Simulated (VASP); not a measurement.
# Os (P6_3/mmc) in VASP: single point with BLYP+D4

Aim: the single point of Os with BLYP+D4.

Program: VASP 6.6.1. These are calculated values, not measurements. Logs are shortened: lines on timing, memory, paths and dates and some standing lists are left out, and cuts for length are marked.

### Step 1. The cell of the first run

The structure is hexagonal, space group P6_3/mmc (No. 194). Conventional cell: a = 2.770 Å, b = 2.770 Å, c = 4.377 Å, α = 90.00°, β = 90.00°, γ = 120.00°. Within 3.6 Å of Os (site symmetry -6m2) lie 12 Os at 2.71 to 2.77 Å.

### Step 2. Single point, BLYP+D4

INCAR reads:

```
SYSTEM = Os
AGGAC = 1.0
AGGAX = 1.0
ALDAC = 0.0
ALDAX = 1.0
ALGO = Normal
EDIFF = 1E-6
ENCUT = 560
GGA = B5
GGA_COMPAT = .False.
ISIF = 2
ISMEAR = -1
IVDW = 13
LASPH = .True.
LCHARG = .False.
LREAL = .False.
LWAVE = .False.
NBANDS = 23
NELM = 120
PREC = Accurate
SIGMA = 0.05
VDW_A1 = 0.44488865
VDW_A2 = 4.0933009
VDW_S6 = 1.0
VDW_S8 = 2.34076671
```

KPOINTS reads:

```
k-points
0
Gamma
  11 11 6
  0 0 0
```

POSCAR reads:

```
Os
1.0
    2.7700791260      0.0000000000      0.0000000000
   -1.3850395630      2.3989588936      0.0000000000
    0.0000000000      0.0000000000      4.3765446767
Os
2
Direct
    0.6666666667      0.3333333333      0.7500000000
    0.3333333333      0.6666666667      0.2500000000
```

Potentials or basis: VASP PAW PBE potentials, release 64 (Os_sv_GW).

Run with:

```
cat potpaw_PBE.64/Os_sv_GW/POTCAR > POTCAR
mpirun -np 1 vasp_std > vasp.out
```

OUTCAR:

```text
SYSTEM = Os
   EDIFF = 1E-6
   ENCUT = 560
   GGA = B5
   ISIF = 2
   ISMEAR = -1
   IVDW = 13
   LASPH = .True.
   LREAL = .False.
   NELM = 120
   PREC = Accurate

 ion  position               nearest neighbor table
   1  0.667  0.333  0.750-   2 2.71   2 2.71   2 2.71   2 2.71   2 2.71   2 2.71
   2  0.333  0.667  0.250-   1 2.71   1 2.71   1 2.71   1 2.71   1 2.71   1 2.71

  LATTYP: Found a hexagonal cell.
 ALAT       =     2.7700791260
 C/A-ratio  =     1.5799348963

  Lattice vectors:

 A1 = (   2.7700791260,   0.0000000000,   0.0000000000)
 A2 = (  -1.3850395630,   2.3989588936,   0.0000000000)
 A3 = (   0.0000000000,   0.0000000000,   4.3765446767)

Analysis of symmetry for initial positions (statically):
=====================================================================
 Subroutine PRICEL returns:
 Original cell was already a primitive cell.

 Routine SETGRP: Setting up the symmetry group for a
 hexagonal supercell.

 Subroutine GETGRP returns: Found 24 space group operations
 (whereof 12 operations were pure point group operations)
 out of a pool of 24 trial point group operations.

The static configuration has the point symmetry D_3d.
 The point group associated with its full space group is D_6h.

Analysis of symmetry for dynamics (positions and initial velocities):
=====================================================================
 Subroutine PRICEL returns:
 Original cell was already a primitive cell.

 Routine SETGRP: Setting up the symmetry group for a
 hexagonal supercell.

 Subroutine GETGRP returns: Found 24 space group operations
 (whereof 12 operations were pure point group operations)
 out of a pool of 24 trial point group operations.

The dynamic configuration has the point symmetry D_3d.
 The point group associated with its full space group is D_6h.

 Subroutine INISYM returns: Found 24 space group operations
 (whereof 12 operations are pure point group operations),
 and found     1 'primitive' translations

----------------------------------------------------------------------------------------

                                     Primitive cell

  volume of cell :      29.0835

  direct lattice vectors                    reciprocal lattice vectors
     2.770079126  0.000000000  0.000000000     0.361000518  0.208423746  0.000000000
    -1.385039563  2.398958894  0.000000000     0.000000000  0.416847493  0.000000000
     0.000000000  0.000000000  4.376544677     0.000000000  0.000000000  0.228490756

  length of vectors
     2.770079126  2.770079126  4.376544677     0.416847493  0.416847493  0.228490756
[... 80 lines left out ...]
   NELM   =    120;   NELMIN=  2; NELMDL= -5     # of ELM steps
   EDIFF  = 0.1E-05   stopping-criterion for ELM
   LREAL  =      F    real-space projection
   EDIFFG = 0.1E-04   stopping-criterion for IOM
   NSW    =      0    number of steps for IOM
   IBRION =     -1    ionic relax: 0-MD 1-quasi-New 2-CG
   NFREE  =      0    steps in history (QN), initial steepest desc. (CG)
   ISIF   =      2    stress and relaxation
   ISYM   =      2    0-nonsym 1-usesym 2-fastsym
   POTIM  = 0.5000    time-step for ionic-motion
   TEBEG  =    0.0;   TEEND  =   0.0 temperature during run
   PSTRESS=    0.0 pullay stress
   NELECT =      32.0000    total number of electrons
   NUPDOWN=      -1.0000    fix difference up-down
   EMIN   =  10.00;   EMAX   =-10.00  energy-range for DOS
   EFERMI =   0.00;   METHOD = LEGACY
   ISMEAR =    -1;   SIGMA  =   0.05  broadening in eV -4-tet -1-fermi 0-gaus
   EFERMI_NEDOS =   21; number of points for ismear=-14 and -15
   IALGO  =     38    algorithm
   IMIX   =      4    mixing-type and parameters
     AMIX     =   0.40;   BMIX     =  1.00
     AMIX_MAG =   1.60;   BMIX_MAG =  1.00
  volume/ion in A,a.u.               =      14.54        98.13
  Fermi-wavevector in a.u.,A,eV,Ry     =   1.690088  3.193804 38.863657  2.856398
  Thomas-Fermi vector in A             =   2.772098
   LORBIT       =      0    0 simple, 1 ext, 2 COOP (PROOUT), +10 PAW based schemes
   GGA     = B5    functional components
   LHFCALC =     F    Hartree Fock is set to
   AEXX    =    0.0000 exact exchange contribution
   IVDW    =    13    specifies the selected vdW correction
   LEPSILON=     F    determine dielectric tensor
   LRPA    =     F    only Hartree local field effects (RPA)
 non-spin polarized calculation
  energy-cutoff  :      560.00
  volume of cell :       29.08
 maximum number of plane-waves:       905
 NGX is ok and might be reduce to    24
   NGX = 11   NGY = 11   NGZ = 17

 number of electron      32.0000000 magnetization

 Free energy of the ion-electron system (eV)
  ---------------------------------------------------
  ext. energy  EPLUGINS =         0.00000000
  ---------------------------------------------------
  free energy    TOTEN  =       -21.54117046 eV

  energy without entropy =      -21.52609332  energy(sigma->0) =      -21.53363189

 E-fermi :  13.5811     XC(G=0): -13.6713

 val. band max:       13.5549321564   @ k =   0.3636   0.0000   0.3333
 cond. band min:      13.6329760324   @ k =   0.3636   0.0909   0.3333
 fundamental gap:      0.0780438760
 Fermi energy:        13.5811318061

 k-point     1 :       0.0000    0.0000    0.0000
  band No.  band energies     occupation
      1     -72.5068      2.00000
      2     -72.4081      2.00000
      3     -32.6731      2.00000
      4     -31.8378      2.00000
      5     -31.8378      2.00000
      6     -31.6768      2.00000
[... 613 lines left out ...]
     22      28.3058      0.00000
     23      29.3352      0.00000

 [... further k-points ...]

------------------------ aborting loop because EDIFF is reached ----------------------------------------

  DFT-D4 for vdW energy calculation

  Edisp (eV):   -2.57351

  FORCE on cell =-STRESS in cart. coord.  units (eV):
  Direction    XX          YY          ZZ          XY          YZ          ZX
  --------------------------------------------------------------------------------------
  -------------------------------------------------------------------------------------
  Total      -0.83128    -0.83128    -0.92558     0.00000     0.00000     0.00000
  in kB     -45.79448   -45.79448   -50.98909     0.00000     0.00000     0.00000
  external pressure =      -47.53 kB  Pullay stress =        0.00 kB

 VOLUME and BASIS-vectors are now :
 -----------------------------------------------------------------------------
  energy-cutoff  :      560.00
  volume of cell :       29.08
      direct lattice vectors                 reciprocal lattice vectors
     2.770079126  0.000000000  0.000000000     0.361000518  0.208423746  0.000000000
    -1.385039563  2.398958894  0.000000000     0.000000000  0.416847493  0.000000000
     0.000000000  0.000000000  4.376544677     0.000000000  0.000000000  0.228490756

 POSITION                                       TOTAL-FORCE (eV/Angst)
 -----------------------------------------------------------------------------------
      1.38504      0.79965      3.28241         0.000000      0.000000      0.000000
     -0.00000      1.59931      1.09414        -0.000000     -0.000000      0.000000
 -----------------------------------------------------------------------------------
    total drift:                                0.000000     -0.000000      0.000000

  FREE ENERGIE OF THE ION-ELECTRON SYSTEM (eV)
  ---------------------------------------------------
  free  energy   TOTEN  =       -24.1146812859 eV

  energy  without entropy=      -24.0996041437  energy(sigma->0) =      -24.10714271
```

It took 56 s on 1 thread of Intel Xeon Platinum 8259CL at 2.50GHz (Skylake/Cascade Lake), shared host; peak memory 0.19 GiB.

Results:

```yaml
Free_energy: -24.1147 eV
Pressure: -4.8 GPa
Band_gap_on_the_k_mesh: zero (bands 16 and 17 overlap by 3.66 eV)
Dispersion_energy_per_atom: -1.287 eV
```

Stress tensor (GPa, compression positive):
```
-4.58  0.00  0.00
 0.00 -4.58  0.00
 0.00  0.00 -5.10
```

Levels at points of the mesh, in eV from the Fermi level:
| k point | band 14 | band 15 | band 16 | band 17 | band 18 | band 19 |
| --- | --- | --- | --- | --- | --- | --- |
| (0.00, 0.00, 0.00) | -2.06 | -2.06 | -1.46 | -1.46 | 0.44 | 1.62 |
| (0.00, 0.00, 0.50) | -3.02 | -3.02 | -3.02 | 0.86 | 0.86 | 0.86 |

Caveat: the cell stands under tension; the dispersion term is far too large for a dense solid, which distorts pressure and volume; the PAW data sets were made with another functional, which shifts forces and pressure a little; spin-orbit coupling is left out, which moves the levels of the heavy elements.

The gap in the log of VASP goes by the Fermi energy; the results here count the filled bands.